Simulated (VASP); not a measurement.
# BaPCl (P4/nmm) in VASP: single point with PBE0

Aim: the single point of BaPCl with PBE0.

Program: VASP 6.6.1. These are calculated values, not measurements. Logs are shortened: lines on timing, memory, paths and dates and some standing lists are left out, and cuts for length are marked.

## Step 1: The cell of the first run

Symmetry: P4/nmm, No. 129, tetragonal system. The conventional cell has a = 4.608 Å, b = 4.608 Å, c = 7.605 Å, α = 90.00°, β = 90.00°, γ = 90.00°. Within 3.6 Å of Ba (site symmetry 4mm) lie 4 Cl at 2.72 Å and 5 P at 3.48 to 3.49 Å. Within 4.7 Å of P (site symmetry 4mm) lie 6 Ba at 3.48 to 4.12 Å and 4 Cl at 3.52 Å and 8 P at 3.97 to 4.61 Å. Cl (site symmetry -4m2) has 4 Ba at 2.72 Å and 4 Cl at 3.26 Å and 4 P at 3.52 Å within 3.6 Å.

## Step 2: Single point, PBE0

POSCAR

```
BaPCl
1.0
    4.6076440000      0.0000000000      0.0000000000
    0.0000000000      4.6076440000      0.0000000000
    0.0000000000      0.0000000000      7.6054750000
Ba P Cl
2 2 2
Direct
    0.2500000000      0.2500000000      0.1911000000
    0.7500000000      0.7500000000      0.8089000000
    0.2500000000      0.2500000000      0.6497000000
    0.7500000000      0.7500000000      0.3503000000
    0.7500000000      0.2500000000      0.0000000000
    0.2500000000      0.7500000000      0.0000000000
```

INCAR.step1

```
PREC = Accurate
ENCUT = 520
EDIFF = 1E-5
ISMEAR = -1
SIGMA = 0.0257
LREAL = F
LASPH = T
NELM = 100
ALGO = Normal
ISIF = 2
LWAVE = T
LCHARG = F
GGA = PE
NBANDS = 31
```

INCAR.step2

```
PREC = Accurate
ENCUT = 520
EDIFF = 1E-7
ISMEAR = -1
SIGMA = 0.0257
LREAL = F
LASPH = T
NELM = 100
ALGO = Normal
ISIF = 2
LWAVE = F
LCHARG = F
GGA = PE
LHFCALC = T
AEXX = 0.25
PRECFOCK = Fast
ISTART = 1
NBANDS = 31
```

KPOINTS

```
Automatic mesh
0
Gamma
  2 2 2
```

Potentials or basis: VASP PAW PBE potentials, release 64 (Ba_sv, P, Cl).

Launch:

```
$ cat potpaw_PBE.64/Ba_sv/POTCAR potpaw_PBE.64/P/POTCAR potpaw_PBE.64/Cl/POTCAR > POTCAR
$ cp INCAR.step1 INCAR
$ mpirun -np 1 vasp_std > vasp.out
$ cp INCAR.step2 INCAR
$ mpirun -np 1 vasp_std > vasp.out
```

OUTCAR:

```text
PREC = Accurate
   ENCUT = 520
   EDIFF = 1E-7
   ISMEAR = -1
   LREAL = F
   LASPH = T
   NELM = 100
   ISIF = 2
   GGA = PE
   LHFCALC = T
   AEXX = 0.25
   PRECFOCK = Fast
   ISTART = 1

 ion  position               nearest neighbor table
   1  0.250  0.250  0.191-   5 2.72   6 2.72   6 2.72   5 2.72   4 3.48   4 3.48   4 3.48   4 3.48
                             3 3.49   2 4.37   2 4.37   2 4.37   2 4.37
   2  0.750  0.750  0.809-   5 2.72   6 2.72   5 2.72   6 2.72   3 3.48   3 3.48   3 3.48   3 3.48
                             4 3.49   1 4.37   1 4.37   1 4.37   1 4.37
   3  0.250  0.250  0.650-   2 3.48   2 3.48   2 3.48   2 3.48   1 3.49
   4  0.750  0.750  0.350-   1 3.48   1 3.48   1 3.48   1 3.48   2 3.49
   5  0.750  0.250  0.000-   1 2.72   2 2.72   2 2.72   1 2.72
   6  0.250  0.750  0.000-   1 2.72   2 2.72   1 2.72   2 2.72

  LATTYP: Found a simple tetragonal cell.
 ALAT       =     4.6076440000
 C/A-ratio  =     1.6506212285

  Lattice vectors:

 A1 = (   4.6076440000,   0.0000000000,   0.0000000000)
 A2 = (   0.0000000000,   4.6076440000,   0.0000000000)
 A3 = (   0.0000000000,   0.0000000000,   7.6054750000)

Analysis of symmetry for initial positions (statically):
=====================================================================
 Subroutine PRICEL returns:
 Original cell was already a primitive cell.

 Routine SETGRP: Setting up the symmetry group for a
 simple tetragonal supercell.

 Subroutine GETGRP returns: Found 16 space group operations
 (whereof  4 operations were pure point group operations)
 out of a pool of 16 trial point group operations.

The static configuration has the point symmetry C_2h.
 The point group associated with its full space group is D_4h.

Analysis of symmetry for dynamics (positions and initial velocities):
=====================================================================
 Subroutine PRICEL returns:
 Original cell was already a primitive cell.

 Routine SETGRP: Setting up the symmetry group for a
 simple tetragonal supercell.

 Subroutine GETGRP returns: Found 16 space group operations
 (whereof  4 operations were pure point group operations)
 out of a pool of 16 trial point group operations.

The dynamic configuration has the point symmetry C_2h.
 The point group associated with its full space group is D_4h.

 Subroutine INISYM returns: Found 16 space group operations
 (whereof  4 operations are pure point group operations),
 and found     1 'primitive' translations

----------------------------------------------------------------------------------------

                                     Primitive cell

  volume of cell :     161.4671

  direct lattice vectors                    reciprocal lattice vectors
     4.607644000  0.000000000  0.000000000     0.217030656  0.000000000  0.000000000
     0.000000000  4.607644000  0.000000000     0.000000000  0.217030656  0.000000000
     0.000000000  0.000000000  7.605475000     0.000000000  0.000000000  0.131484227

  length of vectors
     4.607644000  4.607644000  7.605475000     0.217030656  0.217030656  0.131484227

  position of ions in fractional coordinates (direct lattice)
     0.250000000  0.250000000  0.191100000
     0.750000000  0.750000000  0.808900000
     0.250000000  0.250000000  0.649700000
     0.750000000  0.750000000  0.350300000
     0.750000000  0.250000000  0.000000000
     0.250000000  0.750000000  0.000000000

  ion indices of the primitive-cell ions
   primitive index   ion index
                 1           1
                 2           2
                 3           3
                 4           4
                 5           5
                 6           6

----------------------------------------------------------------------------------------

 KPOINTS: Automatic mesh

Automatic generation of k-mesh.
 Grid dimensions read from file:
 generate k-points for:    2    2    2

 Generating k-lattice:

  Cartesian coordinates                     Fractional coordinates (reciprocal lattice)
     0.108515328  0.000000000  0.000000000     0.500000000  0.000000000  0.000000000
     0.000000000  0.108515328  0.000000000     0.000000000  0.500000000  0.000000000
     0.000000000  0.000000000  0.065742113     0.000000000  0.000000000  0.500000000

  Length of vectors
     0.108515328  0.108515328  0.065742113

  Shift w.r.t. Gamma in fractional coordinates (k-lattice)
     0.000000000  0.000000000  0.000000000

 Subroutine IBZKPT returns following result:
 ===========================================

 Found      6 irreducible k-points:

 Following reciprocal coordinates:
            Coordinates               Weight
  0.000000  0.000000  0.000000      1.000000
  0.500000  0.000000  0.000000      2.000000
  0.500000  0.500000  0.000000      1.000000
  0.000000  0.000000  0.500000      1.000000
  0.500000  0.000000  0.500000      2.000000
  0.500000  0.500000  0.500000      1.000000
   k-points           NKPTS =      6   k-points in BZ     NKDIM =      8   number of bands    NBANDS=     31
   number of dos      NEDOS =    301   number of ions     NIONS =      6
   total plane-waves  NPLWV =  77760
   dimension x,y,z NGX =    36 NGY =   36 NGZ =   60
   dimension x,y,z NGXF=    72 NGYF=   72 NGZF=  120
   ions per type =               2   2   2
   NGX,Y,Z   is equivalent  to a cutoff of  12.99, 12.99, 13.12 a.u.
   NGXF,Y,Z  is equivalent  to a cutoff of  25.98, 25.98, 26.23 a.u.
 SYSTEM =  unknown system
   PREC   = accura    normal or accurate (medium, high low for compatibility)
   ISTART =      1    job   : 0-new  1-cont  2-samecut
   ICHARG =      0    charge: 1-file 2-atom 10-const
   ISPIN  =      1    spin polarized calculation?
   LNONCOLLINEAR =      F non collinear calculations
   LSORBIT =      F    spin-orbit coupling
   LASPH  =      T    aspherical Exc in radial PAW
   ENCUT  =  520.0 eV  38.22 Ry    6.18 a.u.   8.57  8.57 14.14*2*pi/ulx,y,z
   NELM   =    100;   NELMIN=  2; NELMDL=  0     # of ELM steps
   EDIFF  = 0.1E-06   stopping-criterion for ELM
   LREAL  =      F    real-space projection
   EDIFFG = 0.1E-05   stopping-criterion for IOM
   NSW    =      0    number of steps for IOM
   IBRION =     -1    ionic relax: 0-MD 1-quasi-New 2-CG
   NFREE  =      0    steps in history (QN), initial steepest desc. (CG)
   ISIF   =      2    stress and relaxation
   ISYM   =      3    0-nonsym 1-usesym 2-fastsym
   POTIM  = 0.5000    time-step for ionic-motion
   TEBEG  =    0.0;   TEEND  =   0.0 temperature during run
   PSTRESS=    0.0 pullay stress
   NELECT =      44.0000    total number of electrons
   NUPDOWN=      -1.0000    fix difference up-down
   EMIN   =  10.00;   EMAX   =-10.00  energy-range for DOS
   EFERMI =   0.00;   METHOD = LEGACY
   ISMEAR =    -1;   SIGMA  =   0.03  broadening in eV -4-tet -1-fermi 0-gaus
   EFERMI_NEDOS =   21; number of points for ismear=-14 and -15
   IALGO  =     38    algorithm
   IMIX   =      1    mixing-type and parameters
     AMIX     =   0.40;   BMIX     =  1.00
     AMIX_MAG =   1.60;   BMIX_MAG =  1.00
  volume/ion in A,a.u.               =      26.91       181.61
  Fermi-wavevector in a.u.,A,eV,Ry     =   1.061364  2.005687 15.326874  1.126493
  Thomas-Fermi vector in A             =   2.196777
   LORBIT       =      0    0 simple, 1 ext, 2 COOP (PROOUT), +10 PAW based schemes
   GGA     = PE    functional components
   LHFCALC =     T    Hartree Fock is set to
   PRECFOCK=fast      Normal, Fast or Accurate (Low or Medium for compatibility)
   ENCUT4O =  -1.0   cutoff for four orbital integrals eV
   NKREDX  =     1    reduce k-point grid by
   NKREDY  =     1    reduce k-point grid by
   NKREDZ  =     1    reduce k-point grid by
   AEXX    =    0.2500 exact exchange contribution
   HFSCREEN=    0.0000 screening length (either q_TF or 0.3 A-1)
   HFSCREENC=   0.0000 screening length for correlation (either q_TF or 0.3 A-1)
   ENCUTFOCK=  -1.0 apply spherical cutoff to Coloumb kernel
   IVDW    =     0    specifies the selected vdW correction
   LEPSILON=     F    determine dielectric tensor
   LRPA    =     F    only Hartree local field effects (RPA)
 non-spin polarized calculation
  energy-cutoff  :      520.00
  volume of cell :      161.47
 maximum number of plane-waves:      4368
 NGX is ok and might be reduce to    36
  NGX = 20; NGY = 20; NGZ = 36

 number of electron      44.0000004 magnetization

 Free energy of the ion-electron system (eV)
  ---------------------------------------------------
  ext. energy  EPLUGINS =         0.00000000
  ---------------------------------------------------
  free energy    TOTEN  =       -25.83237234 eV

  energy without entropy =      -25.83236370  energy(sigma->0) =      -25.83236802

 E-fermi :   2.8989     XC(G=0):  -7.2700

 val. band max:        2.6502883967   @ k =   0.0000   0.0000   0.5000
 cond. band min:       3.1475027155   @ k =   0.5000   0.5000   0.0000
 fundamental gap:      0.4972143188
 Fermi energy:         2.8989051583

 k-point     1 :       0.0000    0.0000    0.0000
  band No.  band energies     occupation
      1     -26.4863      2.00000
      2     -26.3264      2.00000
      3     -16.4524      2.00000
      4     -15.4886      2.00000
      5     -11.2939      2.00000
      6     -11.2939      2.00000
[... 23 lines left out ...]
     30       9.3111      0.00000
     31      10.0089      0.00000

 k-point     2 :       0.5000    0.0000    0.0000
  band No.  band energies     occupation
      1     -26.3700      2.00000
      2     -26.3700      2.00000
      3     -16.3386      2.00000
      4     -16.3386      2.00000
      5     -10.9716      2.00000
      6     -10.9716      2.00000
[... 23 lines left out ...]
     30       9.5323      0.00000
     31      10.1970      0.00000

 k-point     3 :       0.5000    0.5000    0.0000
  band No.  band energies     occupation
      1     -26.3332      2.00000
      2     -26.3332      2.00000
      3     -16.5741      2.00000
      4     -16.5734      2.00000
      5     -11.1427      2.00000
      6     -11.1362      2.00000
[... 23 lines left out ...]
     30       9.9285      0.00000
     31      10.3892      0.00000

 k-point     4 :       0.0000    0.0000    0.5000
  band No.  band energies     occupation
      1     -26.4846      2.00000
      2     -26.3281      2.00000
      3     -16.4522      2.00000
      4     -15.4887      2.00000
      5     -11.2869      2.00000
      6     -11.2869      2.00000
[... 23 lines left out ...]
     30       9.8797      0.00000
     31       9.8879      0.00000

 k-point     5 :       0.5000    0.0000    0.5000
  band No.  band energies     occupation
      1     -26.3700      2.00000
      2     -26.3700      2.00000
      3     -16.3407      2.00000
      4     -16.3407      2.00000
      5     -10.9714      2.00000
      6     -10.9714      2.00000
[... 23 lines left out ...]
     30       9.3543      0.00000
     31      10.0467      0.00000

 k-point     6 :       0.5000    0.5000    0.5000
  band No.  band energies     occupation
      1     -26.3332      2.00000
      2     -26.3332      2.00000
      3     -16.5735      2.00000
      4     -16.5728      2.00000
      5     -11.1574      2.00000
      6     -11.1517      2.00000
[... 23 lines left out ...]
     30      10.0661      0.00000
     31      10.3468      0.00000

------------------------ aborting loop because EDIFF is reached ----------------------------------------

  FORCE on cell =-STRESS in cart. coord.  units (eV):
  Direction    XX          YY          ZZ          XY          YZ          ZX
  --------------------------------------------------------------------------------------
  -------------------------------------------------------------------------------------
  Total       15.2063154     15.2063154      9.6465777      0.0000000      0.0000000     -0.0000000
  in kB      150.8865048    150.8865048     95.7193353      0.0000000      0.0000000     -0.0000000
  external PRESSURE =     132.4974483 kB  Pullay stress =       0.0000000 kB

 VOLUME and BASIS-vectors are now :
 -----------------------------------------------------------------------------
  energy-cutoff  :      520.00
  volume of cell :      161.47
      direct lattice vectors                 reciprocal lattice vectors
     4.607644000  0.000000000  0.000000000     0.217030656  0.000000000  0.000000000
     0.000000000  4.607644000  0.000000000     0.000000000  0.217030656  0.000000000
     0.000000000  0.000000000  7.605475000     0.000000000  0.000000000  0.131484227

 POSITION                                       TOTAL-FORCE (eV/Angst)
 -----------------------------------------------------------------------------------
      1.15191      1.15191      1.45341        -0.000000     -0.000000      4.550144
      3.45573      3.45573      6.15207         0.000000     -0.000000     -4.550144
      1.15191      1.15191      4.94128         0.000000      0.000000     -1.487276
      3.45573      3.45573      2.66420        -0.000000     -0.000000      1.487276
      3.45573      1.15191      0.00000        -0.000000      0.000000      0.000000
      1.15191      3.45573      0.00000         0.000000      0.000000      0.000000
 -----------------------------------------------------------------------------------
    total drift:                                0.000001     -0.000001     -0.000002

  FREE ENERGIE OF THE ION-ELECTRON SYSTEM (eV)
  ---------------------------------------------------
  free  energy   TOTEN  =       -25.8323723396 eV

  energy  without entropy=      -25.8323637031  energy(sigma->0) =      -25.83236802
```

It took 19 min on 1 thread of AMD EPYC 7R13 (Zen 3), shared host; peak memory 0.25 GiB.

What came out:

- Free energy: -25.8324 eV
- Pressure: 13.2 GPa
- Largest force: 4.550 eV/Å
- Band gap on the k mesh: zero (bands 22 and 23 overlap by 1.55 eV)

Forces on the atoms (eV/Å):
```
Ba   0.000  0.000  4.550
Ba   0.000  0.000 -4.550
P    0.000  0.000 -1.487
P    0.000  0.000  1.487
Cl   0.000  0.000  0.000
Cl   0.000  0.000  0.000
```

Levels at points of the mesh, in eV from the Fermi level:
```csv
k point,band 20,band 21,band 22,band 23,band 24,band 25
"(0.00, 0.00, 0.00)",-1.05,-1.05,1.12,1.25,1.25,3.95
"(0.50, 0.00, 0.00)",-1.52,-0.82,-0.82,0.66,0.66,5.10
"(0.50, 0.50, 0.00)",-2.02,-0.88,-0.88,0.25,0.70,5.45
"(0.00, 0.00, 0.50)",-0.81,-0.81,-0.25,1.06,1.06,4.01
"(0.50, 0.00, 0.50)",-1.74,-0.72,-0.72,0.77,0.77,5.18
"(0.50, 0.50, 0.50)",-2.01,-0.73,-0.73,-0.43,0.62,5.91
```

Caveat: the k points lie up to 0.68 Å⁻¹ apart, too coarse for converged energies and pressures of a metal; the PAW data sets were made with another functional, which shifts forces and pressure a little; spin-orbit coupling is left out, which moves the levels of the heavy elements.

The gap in the log of VASP goes by the Fermi energy; the results here count the filled bands.